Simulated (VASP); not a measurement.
Set up this calculation in VASP 6.6.1, as the native input.

| Item | Value |
| --- | --- |
| Task | single point |
| Functional | LDA |
| Potentials or basis | VASP PAW LDA potentials, release 64 (Sn_d) |
| Cutoff | 520 eV |
| k mesh | 8 × 8 × 11 |
| Occupations | fermi-dirac, width 0.1 eV |
| Spin | no spin polarisation |
| Dipole correction | no |
| Further INCAR settings | ALGO = Normal; EDIFF = 1e-06; NBANDS = 28 |

The structure of Sn lies in POSCAR:

```
Sn
1.0
    5.1213028203      0.0000000000      0.0000000000
   -2.5606514102      4.4351783429      0.0000000000
    0.0000000000      0.0000000000      3.1184718405
Sn
3
Direct
    1.0000000000      0.0000000000      0.0000000000
    0.3333333333      0.6666666667      0.5000000000
    0.6666666667      0.3333333333      0.5000000000
```

This isn't the form of Sn at room conditions, which is tetragonal (white tin).

These files were run (other wordings do the same):

INCAR

```
ALGO = Normal ; EDIFF = 1E-6
ENCUT = 520 ; ISIF = 2
ISMEAR = -1 ; LASPH = T
LCHARG = T ; LELF = T
LREAL = F ; LVHAR = T
LWAVE = F ; NBANDS = 28
NELM = 80 ; PREC = Accurate
SIGMA = 0.1
```

KPOINTS

```
k-points
0
Gamma
  8 8 11
```

Potentials or basis: VASP PAW LDA potentials, release 64 (Sn_d).

The run is started by

```sh
$ cat potpaw_LDA.64/Sn_d/POTCAR > POTCAR
$ mpirun -np 1 vasp_std > vasp.out
```

It gave:

```yaml
Pressure: 6.5 GPa
Band_gap_on_the_k_mesh: zero (bands 21 and 22 overlap by 4.77 eV)
```

Caveat: the cell stands under pressure; spin-orbit coupling is left out, which moves the levels of the heavy elements.

Wall time 85 s on 1 thread of Intel(R) Xeon(R) Platinum 8259CL CPU @ 2.50GHz (Skylake/Cascade Lake) (shared host), peak memory 0.21 GiB.
